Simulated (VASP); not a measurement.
# BN (R3m) in VASP: dielectric tensor with PBEsol

Aim: the dielectric tensor of BN with PBEsol.

Everything below comes from runs of VASP 6.6.1. Logs are shortened: lines on timing, memory, paths and dates and some standing lists are left out, and cuts for length are marked.

### Step 1. The cell of the first run

Symmetry: R3m, No. 160, trigonal system. Conventional cell: a = 2.502 Å, b = 2.502 Å, c = 10.119 Å, α = 90.00°, β = 90.00°, γ = 120.00°. B (site symmetry 3m) has 3 N at 1.44 Å within 1.9 Å. N (site symmetry 3m) has 3 B at 1.44 Å within 1.9 Å.

### Step 2. Dielectric tensor, PBEsol

INCAR

```
  PREC = Accurate
  ENCUT = 520
  EDIFF = 1E-8
  ISMEAR = 0
  SIGMA = 0.01
  LREAL = False
  LASPH = True
  NELM = 60
  ALGO = Normal
  ISIF = 2
  LWAVE = False
  LCHARG = False
  GGA = PS
  LEPSILON = True
```

KPOINTS

```
Automatic mesh
0
Gamma
  8 8 8
```

POSCAR

```
BN
1.0
    1.2511220000      0.7223350000      3.3729340000
   -1.2511220000      0.7223350000      3.3729340000
    0.0000000000     -1.4446710000      3.3729340000
B N
1 1
Direct
    0.9996710000      0.9996710000      0.9996710000
    0.3327620000      0.3327620000      0.3327620000
```

Potentials or basis: VASP PAW PBE potentials, release 64 (B, N).

Launch:

```
cat potpaw_PBE.64/B/POTCAR potpaw_PBE.64/N/POTCAR > POTCAR
mpirun -np 1 vasp_std > vasp.out
```

OUTCAR:

```text
PREC = Accurate
   ENCUT = 520
   EDIFF = 1E-8
   ISMEAR = 0
   LREAL = False
   LASPH = True
   NELM = 60
   ISIF = 2
   GGA = PS
   LEPSILON = True

 ion  position               nearest neighbor table
   1  1.000  1.000  1.000-   2 1.44   2 1.44   2 1.44
   2  0.333  0.333  0.333-   1 1.44   1 1.44   1 1.44

  LATTYP: Found a trigonal (rhomboedric) cell.
 ALAT       =     3.6692993717
 COS(alpha) =     0.7674785490

  Lattice vectors:

 A1 = (   1.2511220000,   0.7223350000,   3.3729340000)
 A2 = (  -1.2511220000,   0.7223350000,   3.3729340000)
 A3 = (   0.0000000000,  -1.4446710000,   3.3729340000)

Analysis of symmetry for initial positions (statically):
=====================================================================
 Subroutine PRICEL returns:
 Original cell was already a primitive cell.

 Routine SETGRP: Setting up the symmetry group for a
 trigonal (rhombohedral) supercell.

 Subroutine GETGRP returns: Found  6 space group operations
 (whereof  6 operations were pure point group operations)
 out of a pool of 12 trial point group operations.

The static configuration has the point symmetry C_3v.

Analysis of symmetry for dynamics (positions and initial velocities):
=====================================================================
 Subroutine PRICEL returns:
 Original cell was already a primitive cell.

 Routine SETGRP: Setting up the symmetry group for a
 trigonal (rhombohedral) supercell.

 Subroutine GETGRP returns: Found  6 space group operations
 (whereof  6 operations were pure point group operations)
 out of a pool of 12 trial point group operations.

The dynamic configuration has the point symmetry C_3v.

 Subroutine INISYM returns: Found  6 space group operations
 (whereof  6 operations are pure point group operations),
 and found     1 'primitive' translations

----------------------------------------------------------------------------------------

                                     Primitive cell

  volume of cell :      18.2893

  direct lattice vectors                    reciprocal lattice vectors
     1.251122000  0.722335000  3.372934000     0.399641282  0.230733094  0.098825951
    -1.251122000  0.722335000  3.372934000    -0.399641282  0.230733094  0.098825951
     0.000000000 -1.444671000  3.372934000     0.000000000 -0.461466189  0.098825883

  length of vectors
     3.669299372  3.669299372  3.669299397     0.471929533  0.471929533  0.471929654

  position of ions in fractional coordinates (direct lattice)
     0.999671000  0.999671000  0.999671000
     0.332762000  0.332762000  0.332762000

  ion indices of the primitive-cell ions
   primitive index   ion index
                 1           1
                 2           2

----------------------------------------------------------------------------------------

 KPOINTS: Automatic mesh

Automatic generation of k-mesh.
 Grid dimensions read from file:
 generate k-points for:    8    8    8

 Generating k-lattice:

  Cartesian coordinates                     Fractional coordinates (reciprocal lattice)
     0.049955160  0.028841637  0.012353244     0.125000000 -0.000000000  0.000000000
    -0.049955160  0.028841637  0.012353244    -0.000000000  0.125000000  0.000000000
     0.000000000 -0.057683274  0.012353235     0.000000000  0.000000000  0.125000000

  Length of vectors
     0.058991192  0.058991192  0.058991207

  Shift w.r.t. Gamma in fractional coordinates (k-lattice)
     0.000000000  0.000000000  0.000000000

 Subroutine IBZKPT returns following result:
 ===========================================

 Found     65 irreducible k-points:

 Following reciprocal coordinates:
            Coordinates               Weight
  0.000000  0.000000  0.000000      1.000000
  0.125000 -0.000000  0.000000      6.000000
  0.250000 -0.000000  0.000000      6.000000
  0.375000  0.000000  0.000000      6.000000
  0.500000 -0.000000  0.000000      3.000000
  0.125000  0.125000  0.000000      6.000000
[... 16 lines left out ...]
  0.250000  0.125000  0.125000      6.000000
  0.375000  0.125000  0.125000      6.000000
 [... further k-points ...]
   k-points           NKPTS =     65   k-points in BZ     NKDIM =     65   number of bands    NBANDS=      8
   number of dos      NEDOS =    301   number of ions     NIONS =      2
   total plane-waves  NPLWV =  21952
   dimension x,y,z NGX =    28 NGY =   28 NGZ =   28
   dimension x,y,z NGXF=    56 NGYF=   56 NGZF=   56
   ions per type =               1   1
   NGX,Y,Z   is equivalent  to a cutoff of  12.69, 12.69, 12.69 a.u.
   NGXF,Y,Z  is equivalent  to a cutoff of  25.37, 25.37, 25.37 a.u.
 SYSTEM =  unknown system
   PREC   = accura    normal or accurate (medium, high low for compatibility)
   ISTART =      0    job   : 0-new  1-cont  2-samecut
   ICHARG =      2    charge: 1-file 2-atom 10-const
   ISPIN  =      1    spin polarized calculation?
   LNONCOLLINEAR =      F non collinear calculations
   LSORBIT =      F    spin-orbit coupling
   LASPH  =      T    aspherical Exc in radial PAW
   ENCUT  =  520.0 eV  38.22 Ry    6.18 a.u.   6.82  6.82  6.82*2*pi/ulx,y,z
   NELM   =     60;   NELMIN=  2; NELMDL= -5     # of ELM steps
   EDIFF  = 0.1E-07   stopping-criterion for ELM
   LREAL  =      F    real-space projection
   EDIFFG = 0.1E-06   stopping-criterion for IOM
   NSW    =      0    number of steps for IOM
   IBRION =     -1    ionic relax: 0-MD 1-quasi-New 2-CG
   NFREE  =      0    steps in history (QN), initial steepest desc. (CG)
   ISIF   =      2    stress and relaxation
   ISYM   =      2    0-nonsym 1-usesym 2-fastsym
   POTIM  = 0.5000    time-step for ionic-motion
   TEBEG  =    0.0;   TEEND  =   0.0 temperature during run
   PSTRESS=    0.0 pullay stress
   NELECT =       8.0000    total number of electrons
   NUPDOWN=      -1.0000    fix difference up-down
   EMIN   =  10.00;   EMAX   =-10.00  energy-range for DOS
   EFERMI =   0.00;   METHOD = LEGACY
   ISMEAR =     0;   SIGMA  =   0.01  broadening in eV -4-tet -1-fermi 0-gaus
   EFERMI_NEDOS =   21; number of points for ismear=-14 and -15
   IALGO  =     38    algorithm
   IMIX   =      4    mixing-type and parameters
     AMIX     =   0.40;   BMIX     =  1.00
     AMIX_MAG =   1.60;   BMIX_MAG =  1.00
  volume/ion in A,a.u.               =       9.14        61.71
  Fermi-wavevector in a.u.,A,eV,Ry     =   1.242717  2.348395 21.012102  1.544346
  Thomas-Fermi vector in A             =   2.377059
   LORBIT       =      0    0 simple, 1 ext, 2 COOP (PROOUT), +10 PAW based schemes
   GGA     = PS    functional components
   LHFCALC =     F    Hartree Fock is set to
   AEXX    =    0.0000 exact exchange contribution
   IVDW    =     0    specifies the selected vdW correction
   LEPSILON=     T    determine dielectric tensor
   LRPA    =     F    only Hartree local field effects (RPA)
 non-spin polarized calculation
 Gauss-broadening in eV      SIGMA  =   0.01
  energy-cutoff  :      520.00
  volume of cell :       18.29
 maximum number of plane-waves:       517
   NGX = 13   NGY = 13   NGZ = 13

--------------------------------------- Ionic step        1  -------------------------------------------

 number of electron       7.9999999 magnetization

 E-fermi :   2.1252     XC(G=0): -10.2083

 val. band max:        2.0414794863   @ k =  -0.1250   0.5000   0.1250
 cond. band min:       6.2265812214   @ k =   0.5000   0.5000   0.0000
 fundamental gap:      4.1851017351
 Fermi energy:         2.1252390973

 k-point     1 :       0.0000    0.0000    0.0000
  band No.  band energies     occupation
      1     -15.6881      2.00000
      2      -2.1553      2.00000
      3       0.7880      2.00000
      4       0.7880      2.00000
      5       7.0185      0.00000
      6      13.6898      0.00000
      7      13.6899      0.00000
      8      15.1653      0.00000
[... 243 lines left out ...]
 k-point    24 :       0.3750    0.1250    0.1250
  band No.  band energies     occupation
      1     -14.4253      2.00000
      2      -3.0483      2.00000
      3      -1.4392      2.00000
      4      -0.8299      2.00000
      5       9.8576      0.00000
      6      12.3479      0.00000
      7      13.5863      0.00000
      8      18.1763      0.00000

 [... further k-points ...]

  FORCE on cell =-STRESS in cart. coord.  units (eV):
  Direction    XX          YY          ZZ          XY          YZ          ZX
  --------------------------------------------------------------------------------------
  -------------------------------------------------------------------------------------
  Total        0.1559925      0.1559924      0.0373217      0.0000000     -0.0000000     -0.0000000
  in kB       13.6652213     13.6652103      3.2694500      0.0000000     -0.0000003     -0.0000000
  external PRESSURE =      10.1999606 kB  Pullay stress =       0.0000000 kB

 VOLUME and BASIS-vectors are now :
 -----------------------------------------------------------------------------
  energy-cutoff  :      520.00
  volume of cell :       18.29
      direct lattice vectors                 reciprocal lattice vectors
     1.251122000  0.722335000  3.372934000     0.399641282  0.230733094  0.098825951
    -1.251122000  0.722335000  3.372934000    -0.399641282  0.230733094  0.098825951
     0.000000000 -1.444671000  3.372934000     0.000000000 -0.461466189  0.098825883

 POSITION                                       TOTAL-FORCE (eV/Angst)
 -----------------------------------------------------------------------------------
      0.00000     -0.00000     10.11547         0.000000      0.000000     -0.002505
      0.00000     -0.00000      3.36715         0.000000     -0.000000      0.002505
 -----------------------------------------------------------------------------------
    total drift:                                0.000000      0.000022     -0.000069

  FREE ENERGIE OF THE ION-ELECTRON SYSTEM (eV)
  ---------------------------------------------------
  free  energy   TOTEN  =       -18.2844751869 eV

  energy  without entropy=      -18.2844751869  energy(sigma->0) =      -18.28447519

 HEAD OF MICROSCOPIC STATIC DIELECTRIC TENSOR (INDEPENDENT PARTICLE, excluding Hartree and local field effects)
 ------------------------------------------------------
           4.916166     0.000000     0.000000
           0.000000     4.916162    -0.000000
          -0.000000    -0.000000     2.984862
 ------------------------------------------------------

 Free energy of the ion-electron system (eV)
  ---------------------------------------------------
  ---------------------------------------------------
  free energy    TOTEN  =        -0.20307639 eV

  energy without entropy =       -0.20307639

------------------------ aborting loop because EDIFF is reached ----------------------------------------

--------------------------------------- Ionic step        2  -------------------------------------------

------------------------ aborting loop because EDIFF is reached ----------------------------------------

--------------------------------------- Ionic step        3  -------------------------------------------

 Free energy of the ion-electron system (eV)
  ---------------------------------------------------
  ---------------------------------------------------
  free energy    TOTEN  =        -0.09183892 eV

  energy without entropy =       -0.09183892

------------------------ aborting loop because EDIFF is reached ----------------------------------------

 PIEZOELECTRIC TENSOR FIELD DIRECTION 3  (e Angst)
 -----------------------------------------------------------------------------
     0.03282  0.00000  0.00000           (  0.00005  0.00000  0.00000)
     0.00000  0.03282  0.00000           (  0.00000  0.00005  0.00000)
     0.00000  0.00000 -0.09416           (  0.00000  0.00000 -0.00046)

 PIEZOELECTRIC TENSOR FIELD DIRECTION 3  (C/m^2)
 -----------------------------------------------------------------------------
     0.02875  0.00000  0.00000
     0.00000  0.02875  0.00000
     0.00000  0.00000 -0.08249

 MACROSCOPIC STATIC DIELECTRIC TENSOR (including local field effects in DFT)
 ------------------------------------------------------
           4.798917     0.000000     0.000000
           0.000000     4.798913    -0.000000
           0.000000    -0.000000     2.636203
 ------------------------------------------------------

 PIEZOELECTRIC TENSOR (including local field effects)  for field in x, y, z        (e  Angst)
          XX          YY          ZZ          XY          YZ          ZX
  --------------------------------------------------------------------------------
  x     0.00000     0.00000     0.00000     1.25856     0.00000     0.01896
  y     1.25856    -1.25855     0.00000     0.00000     0.01896     0.00000
  z     0.03282     0.03282    -0.09416     0.00000     0.00000     0.00000

 PIEZOELECTRIC TENSOR (including local field effects)  for field in x, y, z        (C/m^2)
          XX          YY          ZZ          XY          YZ          ZX
  --------------------------------------------------------------------------------
  x     0.00000     0.00000     0.00000     1.10252     0.00000     0.01661
  y     1.10252    -1.10252     0.00000     0.00000     0.01661     0.00000
  z     0.02875     0.02875    -0.08249     0.00000     0.00000     0.00000

 BORN EFFECTIVE CHARGES (including local field effects) (in |e|, cummulative output)
 ---------------------------------------------------------------------------------
 ion    1
    1     2.70233     0.00000     0.00000
    2     0.00000     2.70233    -0.00000
    3     0.00000    -0.00000     0.67759
 ion    2
    1    -2.70233     0.00000     0.00000
    2     0.00000    -2.70233     0.00000
    3     0.00000     0.00000    -0.67759
```

Wall time 5.2 min (1 thread of Intel Xeon 8259CL, shared host); peak memory 0.22 GiB.

Results:

| Property | Result |
| --- | --- |
| Band gap on the k mesh | 4.19 eV, indirect (least direct gap 4.88 eV) |
| Electronic dielectric tensor (diagonal) | 4.80, 4.80, 2.64 |
| Born charges (mean of the diagonal) | B +2.03; N -2.03 e |

Levels at points of the mesh, in eV from the valence-band top:
| k point | band 2 | band 3 | band 4 | band 5 | band 6 | band 7 |
| --- | --- | --- | --- | --- | --- | --- |
| (0.00, 0.00, 0.00) | -4.20 | -1.25 | -1.25 | 4.98 | 11.65 | 11.65 |
| (0.50, 0.00, 0.00) | -8.93 | -4.05 | -0.60 | 5.22 | 9.86 | 12.87 |
| (0.50, 0.50, 0.00) | -8.81 | -4.11 | -1.18 | 4.19 | 9.86 | 14.07 |
| (0.50, 0.50, 0.50) | -6.20 | -1.27 | -1.27 | 9.98 | 11.58 | 11.58 |

Electronic dielectric tensor:
```
4.80 0.00 0.00
0.00 4.80 0.00
0.00 0.00 2.64
```

Born effective charge tensors (e):
atom 1, B
```
2.70 0.00 0.00
0.00 2.70 0.00
0.00 0.00 0.68
```
atom 2, N
```
-2.70  0.00  0.00
 0.00 -2.70  0.00
 0.00  0.00 -0.68
```

Caveat: the PAW data sets were made with another functional, which shifts forces and pressure a little. A k mesh can miss the band edges.
